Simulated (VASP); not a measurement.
# TaN (P1) in VASP: further runs

TaN is run at these levels: PBE; tasks: single point.

All numbers are computed with VASP 6.6.1; they aren't measurements. Logs are shortened: lines on timing, memory, paths and dates and some standing lists are left out, and cuts for length are marked.

## 1. The cell of the first run

The typed cell holds 18 atoms: a = 5.874 Å, b = 5.874 Å, c = 5.874 Å, α = 97.79°, β = 97.79°, γ = 97.79°.

## 2. Single point, PBE

INCAR reads:

```
SYSTEM = TaN
  PREC = Accurate
  ENCUT = 520
  EDIFF = 1E-6
  ISMEAR = -1
  SIGMA = 0.05
  LREAL = Auto
  LASPH = .TRUE.
  NELM = 60
  ALGO = Normal
  ISIF = 2
  LWAVE = .FALSE.
  LCHARG = .FALSE.
  GGA = PE
  NBANDS = 87
```

KPOINTS reads:

```
Automatic mesh
0
Gamma
  2 2 2
  0.5 0.5 0.5
```

POSCAR reads:

```
TaN
1.0
    0.0000000000      5.1104400000      2.8952810000
   -4.4257710000     -2.5552200000      2.8952810000
    4.4257710000     -2.5552200000      2.8952810000
Ta N
9 9
Direct
    0.3933859449      0.7364266319      0.3919029320
    0.7385520554      0.7207040280      0.0651676254
    0.3845603079      0.3957953415      0.7138892962
    0.3951189889      0.0756172273      0.0650211075
    0.7281141287      0.3902087394      0.3899172647
    0.0611056251      0.7261100287      0.7333175864
    0.0543554684      0.4077619950      0.0724938576
    0.7325676406      0.0692889463      0.7257885709
    0.0586711417      0.0637135861      0.3840096430
    0.3544211415      0.6823381319      0.0202952923
    0.6783104045      0.6684570553      0.6784193873
    0.3385049035      0.3549085359      0.3285782084
    0.3292581843      0.0074939269      0.6676550604
    0.6670789829      0.3443305116     -0.0028541936
    0.0015126904      0.6639080644      0.3434077493
    0.0059715262      0.3343255711      0.6529550257
    0.6664391143      0.9972936914      0.3542443786
    0.0022759964      1.0095551868      0.0008988419
```

Potentials or basis: VASP PAW PBE potentials, release 64 (Ta_pv, N).

On the command line:

```sh
$ cat potpaw_PBE.64/Ta_pv/POTCAR potpaw_PBE.64/N/POTCAR > POTCAR
$ mpirun -np 1 vasp_std > vasp.out
```

OUTCAR:

```text
SYSTEM = TaN
   PREC = Accurate
   ENCUT = 520
   EDIFF = 1E-6
   ISMEAR = -1
   LREAL = Auto
   LASPH = .TRUE.
   NELM = 60
   ISIF = 2
   GGA = PE

 ion  position               nearest neighbor table
   1  0.393  0.736  0.392-  17 2.12  10 2.14  12 2.19  13 2.22  15 2.25  11 2.32   7 2.86   8 2.91
                             9 2.93   3 2.93   4 2.95   2 2.98   6 2.98   5 3.01
   2  0.739  0.721  0.065-  14 2.16  15 2.18  10 2.21  11 2.22  18 2.25  17 2.31   7 2.78   9 2.85
                             6 2.90   5 2.90   1 2.98   3 2.99   8 3.05   4 3.09
   3  0.385  0.396  0.714-  16 2.18  12 2.22  13 2.23  11 2.24  14 2.27  10 2.33   9 2.86   6 2.90
                             1 2.93   5 2.96   4 2.97   2 2.99   8 2.99   7 3.05
   4  0.395  0.076  0.065-  12 2.19  14 2.20  18 2.26  10 2.27  13 2.28  17 2.31   5 2.82   9 2.90
                             6 2.94   1 2.95   3 2.97   7 2.98   8 3.00   2 3.09
   5  0.728  0.390  0.390-  16 2.18  15 2.19  12 2.24  14 2.26  17 2.26  11 2.27   4 2.82   7 2.85
                             2 2.90   8 2.91   9 2.91   6 2.93   3 2.96   1 3.01
   6  0.061  0.726  0.733-  11 2.20  18 2.23  13 2.23  15 2.24  16 2.26  10 2.31   3 2.90   2 2.90
                             7 2.91   5 2.93   4 2.94   8 2.97   1 2.98   9 3.04
   7  0.054  0.408  0.072-  15 2.12  12 2.18  14 2.23  18 2.29  10 2.30  16 2.41   2 2.78   5 2.85
                             1 2.86   9 2.90   6 2.91   8 2.92   4 2.98   3 3.05
   8  0.733  0.069  0.726-  17 2.14  18 2.20  16 2.21  14 2.22  11 2.31  13 2.32   5 2.91   1 2.91
                             7 2.92   9 2.96   6 2.97   3 2.99   4 3.00   2 3.05
   9  0.059  0.064  0.384-  16 2.17  18 2.20  13 2.23  17 2.26  12 2.29  15 2.30   2 2.85   3 2.86
                             4 2.90   7 2.90   5 2.91   1 2.93   8 2.96   6 3.04
  10  0.354  0.682  0.020-   1 2.14   2 2.21   4 2.27   7 2.30   6 2.31   3 2.33
  11  0.678  0.668  0.678-   6 2.20   2 2.22   3 2.24   5 2.27   8 2.31   1 2.32
  12  0.339  0.355  0.329-   7 2.18   4 2.19   1 2.19   3 2.22   5 2.24   9 2.29
  13  0.329  0.007  0.668-   1 2.22   9 2.23   3 2.23   6 2.23   4 2.28   8 2.32
  14  0.667  0.344  0.997-   2 2.16   4 2.20   8 2.22   7 2.23   5 2.26   3 2.27
  15  0.002  0.664  0.343-   7 2.12   2 2.18   5 2.19   6 2.24   1 2.25   9 2.30
  16  0.006  0.334  0.653-   9 2.17   3 2.18   5 2.18   8 2.21   6 2.26   7 2.41
  17  0.666  0.997  0.354-   1 2.12   8 2.14   9 2.26   5 2.26   4 2.31   2 2.31
  18  0.002  0.010  0.001-   9 2.20   8 2.20   6 2.23   2 2.25   4 2.26   7 2.29

  LATTYP: Found a trigonal (rhomboedric) cell.
 ALAT       =     5.8736061378
 COS(alpha) =    -0.1355289310

  Lattice vectors:

 A1 = (   0.0000000000,   5.1104400000,   2.8952810000)
 A2 = (  -4.4257710000,  -2.5552200000,   2.8952810000)
 A3 = (   4.4257710000,  -2.5552200000,   2.8952810000)

Analysis of symmetry for initial positions (statically):
=====================================================================
 Subroutine PRICEL returns:
 Original cell was already a primitive cell.

 Routine SETGRP: Setting up the symmetry group for a
 trigonal (rhombohedral) supercell.

 Subroutine GETGRP returns: Found  1 space group operations
 (whereof  1 operations were pure point group operations)
 out of a pool of 12 trial point group operations.

The static configuration has the point symmetry C_1 .

Analysis of symmetry for dynamics (positions and initial velocities):
=====================================================================
 Subroutine PRICEL returns:
 Original cell was already a primitive cell.

 Routine SETGRP: Setting up the symmetry group for a
 trigonal (rhombohedral) supercell.

 Subroutine GETGRP returns: Found  1 space group operations
 (whereof  1 operations were pure point group operations)
 out of a pool of 12 trial point group operations.

The dynamic configuration has the point symmetry C_1 .

 Subroutine INISYM returns: Found  1 space group operations
 (whereof  1 operations are pure point group operations),
 and found     1 'primitive' translations

----------------------------------------------------------------------------------------

                                     Primitive cell

  volume of cell :     196.4532

  direct lattice vectors                    reciprocal lattice vectors
     0.000000000  5.110440000  2.895281000     0.000000000  0.130451912  0.115129873
    -4.425771000 -2.555220000  2.895281000    -0.112974666 -0.065225956  0.115129873
     4.425771000 -2.555220000  2.895281000     0.112974666 -0.065225956  0.115129873

  length of vectors
     5.873606138  5.873606240  5.873606240     0.173990198  0.173990195  0.173990195

  position of ions in fractional coordinates (direct lattice)
     0.393385945  0.736426632  0.391902932
     0.738552055  0.720704028  0.065167625
     0.384560308  0.395795341  0.713889296
[... 46 lines left out ...]

[... 29 lines left out ...]
   NGXF,Y,Z  is equivalent  to a cutoff of  27.17, 27.17, 27.17 a.u.
 SYSTEM =  TaN
   PREC   = accura    normal or accurate (medium, high low for compatibility)
   ISTART =      0    job   : 0-new  1-cont  2-samecut
   ICHARG =      2    charge: 1-file 2-atom 10-const
   ISPIN  =      1    spin polarized calculation?
   LNONCOLLINEAR =      F non collinear calculations
   LSORBIT =      F    spin-orbit coupling
   LASPH  =      T    aspherical Exc in radial PAW
   ENCUT  =  520.0 eV  38.22 Ry    6.18 a.u.  10.92 10.92 10.92*2*pi/ulx,y,z
   NELM   =     60;   NELMIN=  2; NELMDL= -5     # of ELM steps
   EDIFF  = 0.1E-05   stopping-criterion for ELM
   LREAL  =      T    real-space projection
   EDIFFG = 0.1E-04   stopping-criterion for IOM
   NSW    =      0    number of steps for IOM
   IBRION =     -1    ionic relax: 0-MD 1-quasi-New 2-CG
   NFREE  =      0    steps in history (QN), initial steepest desc. (CG)
   ISIF   =      2    stress and relaxation
   ISYM   =      2    0-nonsym 1-usesym 2-fastsym
   POTIM  = 0.5000    time-step for ionic-motion
   TEBEG  =    0.0;   TEEND  =   0.0 temperature during run
   PSTRESS=    0.0 pullay stress
   NELECT =     144.0000    total number of electrons
   NUPDOWN=      -1.0000    fix difference up-down
   EMIN   =  10.00;   EMAX   =-10.00  energy-range for DOS
   EFERMI =   0.00;   METHOD = LEGACY
   ISMEAR =    -1;   SIGMA  =   0.05  broadening in eV -4-tet -1-fermi 0-gaus
   EFERMI_NEDOS =   21; number of points for ismear=-14 and -15
   IALGO  =     38    algorithm
   IMIX   =      4    mixing-type and parameters
     AMIX     =   0.40;   BMIX     =  1.00
     AMIX_MAG =   1.60;   BMIX_MAG =  1.00
  volume/ion in A,a.u.               =      10.91        73.65
  Fermi-wavevector in a.u.,A,eV,Ry     =   1.476078  2.789383 29.644452  2.178806
  Thomas-Fermi vector in A             =   2.590649
   LORBIT       =      0    0 simple, 1 ext, 2 COOP (PROOUT), +10 PAW based schemes
   GGA     = PE    functional components
   LHFCALC =     F    Hartree Fock is set to
   AEXX    =    0.0000 exact exchange contribution
   IVDW    =     0    specifies the selected vdW correction
   LEPSILON=     F    determine dielectric tensor
   LRPA    =     F    only Hartree local field effects (RPA)
 non-spin polarized calculation
  energy-cutoff  :      520.00
  volume of cell :      196.45
 maximum number of plane-waves:      5303
 NGX is ok and might be reduce to    48
   NGX = 21   NGY = 21   NGZ = 21

 number of electron     143.9999996 magnetization

 Free energy of the ion-electron system (eV)
  ---------------------------------------------------
  ext. energy  EPLUGINS =         0.00000000
  ---------------------------------------------------
  free energy    TOTEN  =      -200.89569609 eV

  energy without entropy =     -200.89567309  energy(sigma->0) =     -200.89568459

 E-fermi :   8.3091     XC(G=0): -13.2695

 val. band max:        7.8009806735   @ k =   0.2500   0.2500   0.2500
 cond. band min:       8.8438717804   @ k =   0.2500   0.2500   0.2500
 fundamental gap:      1.0428911069
 Fermi energy:         8.3091197815

 k-point     1 :       0.2500    0.2500    0.2500
  band No.  band energies     occupation
      1     -27.4311      2.00000
      2     -27.4124      2.00000
      3     -27.4024      2.00000
      4     -27.3278      2.00000
      5     -27.2751      2.00000
      6     -27.2697      2.00000
[... 337 lines left out ...]
     83      11.0380      0.00000
     84      11.3549      0.00000
 [bands above 84 left out]

------------------------ aborting loop because EDIFF is reached ----------------------------------------

  FORCE on cell =-STRESS in cart. coord.  units (eV):
  Direction    XX          YY          ZZ          XY          YZ          ZX
  --------------------------------------------------------------------------------------
  -------------------------------------------------------------------------------------
  Total        2.8632579      2.8279980      5.8592114      0.0024379     -0.4023157      0.4040344
  in kB       23.3513418     23.0637796     47.7848849      0.0198825     -3.2810914      3.2951086
  external PRESSURE =      31.4000021 kB  Pullay stress =       0.0000000 kB

 VOLUME and BASIS-vectors are now :
 -----------------------------------------------------------------------------
  energy-cutoff  :      520.00
  volume of cell :      196.45
      direct lattice vectors                 reciprocal lattice vectors
     0.000000000  5.110440000  2.895281000     0.000000000  0.130451912  0.115129873
    -4.425771000 -2.555220000  2.895281000    -0.112974666 -0.065225956  0.115129873
     4.425771000 -2.555220000  2.895281000     0.112974666 -0.065225956  0.115129873

 POSITION                                       TOTAL-FORCE (eV/Angst)
 -----------------------------------------------------------------------------------
     -1.52478     -0.87276      4.40579         1.130891      0.044044      0.406705
     -2.90125      1.76625      4.41364        -1.810183     -2.267859     -0.564819
      1.40781     -0.87022      4.32626         1.002089      0.336383      1.962843
     -0.04690      1.65987      1.55117         0.258871      0.906323     -1.592090
     -0.00129      1.72759      4.36678         0.084854     -1.091291      0.677970
      0.03190     -3.41688      4.40237        -1.019677      0.277714      0.161162
[... 10 lines left out ...]
     -2.84599     -0.04768      5.84261        -1.787767      0.875323      0.095977
     -0.03831     -0.01508      0.03686         0.173082      0.145805      0.350100
 -----------------------------------------------------------------------------------
    total drift:                                0.003816      0.000075     -0.002421

  FREE ENERGIE OF THE ION-ELECTRON SYSTEM (eV)
  ---------------------------------------------------
  free  energy   TOTEN  =      -200.8956960937 eV

  energy  without entropy=     -200.8956730890  energy(sigma->0) =     -200.89568459
```

Run time: 4.9 min. Hardware: 1 thread of Intel Xeon 8259CL, shared host; peak memory 0.35 GiB.

Results:

* Free energy: -200.8957 eV
* Pressure: 3.1 GPa
* Largest force: 3.331 eV/Å
* Band gap on the k mesh: 1.04 eV

Forces in eV/Å, atoms in the order of the input:
```
Ta   1.131  0.044  0.407
Ta  -1.810 -2.268 -0.565
Ta   1.002  0.336  1.963
Ta   0.259  0.906 -1.592
Ta   0.085 -1.091  0.678
Ta  -1.020  0.278  0.161
Ta  -0.279  2.959 -1.504
Ta   1.181 -0.531 -0.540
Ta   1.091 -0.319  0.386
N   -0.863 -0.333 -1.516
N   -0.705 -0.326 -0.373
N    1.176 -0.007 -0.152
N    0.058  0.305  0.609
N    0.563  0.195  0.066
N   -0.747 -0.222  0.788
N    0.493 -0.947  0.736
N   -1.788  0.875  0.096
N    0.173  0.146  0.350
```

Caveat: the k points lie up to 0.55 Å⁻¹ apart; the atoms stand as in a frame of molecular dynamics; spin-orbit coupling is left out, which moves the levels of the heavy elements; a shifted mesh leaves out Γ, where band edges can lie; forces of over 1 eV/Å act on the atoms, so gaps and moduli don't describe the material at rest. A k mesh can miss the band edges.

## 3. Single point, PBE

INCAR reads:

```
PREC     = Accurate       # precision mode
ENCUT    = 520            # plane-wave cutoff, eV
EDIFF    = 1E-7           # SCF threshold, eV
ISMEAR   = -1             # smearing method
SIGMA    = 0.05           # smearing width, eV
LREAL    = Auto         
LASPH    = T              # aspherical terms in the spheres
NELM     = 80             # most SCF steps
ALGO     = Normal         # electronic algorithm
ISIF     = 2              # what is computed and relaxed
LWAVE    = F              # write WAVECAR
LCHARG   = T              # write CHGCAR
GGA      = PE             # functional
LELF     = T              # ELF
LVHAR    = T            
NBANDS   = 87             # bands
```

KPOINTS is that of step 2.

POSCAR reads:

```
TaN
1.0
    0.0000000000      5.1179760000      2.8995510000
   -4.4322980000     -2.5589880000      2.8995510000
    4.4322980000     -2.5589880000      2.8995510000
Ta N
9 9
Direct
    0.3905994898      0.7270911944      0.3976553126
    0.7205051882      0.7246108283      0.0594120984
    0.3854250686      0.3961135933      0.7263192789
    0.3826220321      0.0506978760      0.0566200861
    0.7217478852      0.3870176674      0.3941236878
    0.0567909044      0.7264995879      0.7194249282
    0.0602826390      0.3890521338      0.0449507218
    0.7285831098      0.0512443589      0.7301066556
    0.0592525452      0.0556766389      0.3735981776
    0.3233942193      0.6555654733      0.0029150874
    0.6747176868      0.6822113393      0.6689504981
    0.3376770399      0.3316852353      0.3284487652
    0.3368166756      0.0053470496      0.6650111787
    0.6674705622      0.3389510717      0.0118467118
   -0.0078084709      0.6672548312      0.3380411817
    0.0070037573      0.3154892817      0.6561112345
    0.6666795097      1.0039948878      0.3363680721
   -0.0056874951      1.0054896493     -0.0034558233
```

Potentials or basis: VASP PAW PBE potentials, release 64 (Ta_pv, N).

On the command line:

```sh
$ cat potpaw_PBE.64/Ta_pv/POTCAR potpaw_PBE.64/N/POTCAR > POTCAR
$ mpirun -np 1 vasp_std > vasp.out
```

Wall time 5 min (1 thread of Intel Xeon 8259CL, shared host); peak memory 0.34 GiB.

Results (log left out):

| Item | Value |
| --- | --- |
| Free energy | -201.2326 eV |
| Pressure | 0.9 GPa |
| Largest force | 2.308 eV/Å |
| Band gap on the k mesh | 1.09 eV |

Forces on the atoms (eV/Å):
```
Ta  -0.456  0.440 -1.094
Ta   0.291  0.252 -0.266
Ta   0.463  1.724 -0.437
Ta  -0.766  0.941  0.945
Ta  -0.673  0.362  0.038
Ta   0.474 -0.001 -0.118
Ta   1.144 -1.794  0.480
Ta  -1.948 -1.105 -0.397
Ta   1.584 -1.330  1.024
N   -1.040  0.287  1.125
N    1.116  0.009 -1.058
N    0.046 -0.560  0.103
N    0.347 -0.150 -0.161
N   -0.308  0.417 -0.710
N   -0.405  0.839  0.040
N   -0.524 -1.259  0.701
N    0.105  0.165 -0.269
N    0.547  0.761  0.052
```

Stress tensor (GPa, compression positive):
```
 0.03 -0.02 -0.44
-0.02  0.20  0.05
-0.44  0.05  2.58
```

Levels at points of the mesh, in eV from the valence-band top:
```
           k point  band 70  band 71  band 72  band 73  band 74  band 75
(0.25, 0.25, 0.25)    -0.26    -0.22     0.00     1.09     1.12     2.66
```

Caveat: the atoms stand as in a frame of molecular dynamics; spin-orbit coupling is left out, which moves the levels of the heavy elements; a shifted mesh leaves out Γ, where band edges can lie; forces of over 1 eV/Å act on the atoms, so gaps and moduli don't describe the material at rest. A k mesh can miss the band edges.

## 4. Single point, PBE

INCAR reads:

```
ALGO = Normal ; EDIFF = 1E-7
ENCUT = 520 ; GGA = PE
ISIF = 2 ; ISMEAR = -1
LASPH = True ; LCHARG = False
LREAL = Auto ; LWAVE = False
NBANDS = 87 ; NELM = 60
PREC = Accurate ; SIGMA = 0.05
```

KPOINTS is that of step 3.

POSCAR reads:

```
TaN
1.0
    0.0000000000      5.1637090000      2.9254600000
   -4.4719030000     -2.5818540000      2.9254600000
    4.4719030000     -2.5818540000      2.9254600000
Ta N
9 9
Direct
    0.3904492640      0.7348725585      0.4001859609
    0.7341003246      0.7276813170      0.0608130956
    0.3787618946      0.4002428597      0.7162103572
    0.3905504966      0.0611377135      0.0595500225
    0.7214557283      0.3945078660      0.3883529919
    0.0669404797      0.7148753728      0.7234817759
    0.0575928296      0.3990376460      0.0519086944
    0.7294948856      0.0588243518      0.7308230513
    0.0645004222      0.0659697644      0.3870409057
    0.3281511980      0.6733404811     -0.0016772909
    0.6606807868      0.6693338852      0.6642850279
    0.3379976559      0.3305888549      0.3334241132
    0.3444695162      0.0080736761      0.6807032032
    0.6709467481      0.3341338038      0.0022205221
    0.0103543555      0.6869163995      0.3379052515
   -0.0002436289      0.3533149270      0.6815789792
    0.6833986628      0.9998946267      0.3346679883
    0.0085199180      1.0025571297      0.0132049456
```

On the command line:

```sh
$ cat potpaw_PBE.64/Ta_pv/POTCAR potpaw_PBE.64/N/POTCAR > POTCAR
$ mpirun -np 1 vasp_std > vasp.out
```

It took 6.5 min on 1 thread of Intel Xeon 8259CL, shared host; peak memory 0.35 GiB.

It converged, with:

```yaml
Free_energy: -200.9361 eV
Pressure: -6.8 GPa
Largest_force: 3.534 eV/Å
Band_gap_on_the_k_mesh: 0.99 eV
```

Forces in eV/Å, atoms in the order of the input:
```
Ta  -0.528  1.507 -0.768
Ta  -0.153 -0.864 -1.099
Ta   1.771  1.905  1.654
Ta  -0.135  0.787  0.136
Ta   0.248  0.210  0.566
Ta  -2.088 -2.710  0.886
Ta   1.478 -0.277  0.918
Ta  -0.571 -0.095 -0.303
Ta   1.123 -0.866  0.065
N    0.417  0.574  0.640
N    0.225  0.255  0.644
N   -0.667 -0.480  0.385
N   -0.528  0.023 -0.699
N   -0.369 -0.426  0.128
N    0.727  0.280 -0.931
N    0.152  1.173 -1.678
N   -0.167 -1.202 -0.018
N   -0.935  0.205 -0.527
```

Stress tensor (GPa, compression positive):
```
-7.12  0.28 -0.10
 0.28 -7.38 -0.05
-0.10 -0.05 -6.00
```

Levels at points of the mesh, in eV from the valence-band top:
```
           k point  band 68  band 69  band 70  band 71  band 72  band 73  band 74  band 75  band 76  band 77
(0.25, 0.25, 0.25)    -1.14    -0.96    -0.31    -0.26     0.00     0.99     1.07     2.50     2.59     2.73
```

Caveat: the cell stands under tension; the atoms stand as in a frame of molecular dynamics; spin-orbit coupling is left out, which moves the levels of the heavy elements; a shifted mesh leaves out Γ, where band edges can lie; forces of over 1 eV/Å act on the atoms, so gaps and moduli don't describe the material at rest.

## 5. The runs side by side

```csv
cell,gap on the mesh (eV),pressure (GPa),largest force (eV/Å)
"a = 5.874 Å, angles 97.8°, 18 atoms, atomic positions A",1.04,3.1,3.33
"a = 5.882 Å, angles 97.8°, 18 atoms, atomic positions B",1.09,0.9,2.31
"a = 5.935 Å, angles 97.8°, 18 atoms, atomic positions C",0.99,-6.8,3.53
```

Alike in all rows: task single point; level PBE; potentials or basis VASP PAW PBE potentials, release 64 (Ta_pv, N); no spin polarisation; k mesh 2 × 2 × 2, shifted; cutoff (eV) 520; smearing fermi-dirac 0.05 eV.

Caveats: some runs use coarse meshes; the atoms stand as in a frame of molecular dynamics; spin-orbit coupling is left out, which moves the levels of the heavy elements; a shifted mesh leaves out Γ, where band edges can lie; forces of over 1 eV/Å act on the atoms, so gaps and moduli don't describe the material at rest; the cell stands under tension (at least some runs).

Absolute energies hang on the potentials; compare differences alone.
